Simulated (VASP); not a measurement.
BeTe:

```
Be Te
1.0
     0.00000    2.77000    2.77000
     2.77000    0.00000    2.77000
     2.77000    2.77000    0.00000
Be Te
1 1
Direct
  0.00000 0.00000 0.00000
  0.75000 0.75000 0.75000
```

| Quantity | Value |
| --- | --- |
| Program | VASP 6.6.1 |
| Task | relaxation of cell and atoms |
| Functional | r2SCAN |
| Potentials or basis | VASP PAW PBE potentials, release 64 (Be, Te) |
| Cutoff | 600 eV |
| k mesh | 10 × 10 × 10 |
| Occupations | fermi-dirac, width 0.1 eV |
| Spin | no spin polarisation |

At the start: pressure 4.4 GPa; volume 21.25 Å³/atom.

Task: Where does the relaxation end?

Result: Over 3 steps the energy falls by 18.9 meV/atom and the volume is 22.69 Å³/atom (+6.8 %); space group F-43m (No. 216, to 0.1 Å) before and after.

The path:
| step | energy change (eV) | largest force (eV/Å) | pressure (GPa) | volume (Å³) |
| --- | --- | --- | --- | --- |
| 1 | 0.0000 | 0.0000 | 4.43 | 42.51 |
| 2 | -0.0351 | 0.0000 | -1.06 | 46.23 |
| 3 | -0.0379 | 0.0000 | 0.01 | 45.38 |

Final structure:
```
Be Te
1.0
     0.00000    2.83110    2.83110
     2.83110    0.00000    2.83110
     2.83110    2.83110    0.00000
Be Te
1 1
Direct
  0.00000 0.00000 0.00000
  0.75000 0.75000 0.75000
```

Caveat: the PAW data sets were made with another functional, which shifts forces and pressure a little.
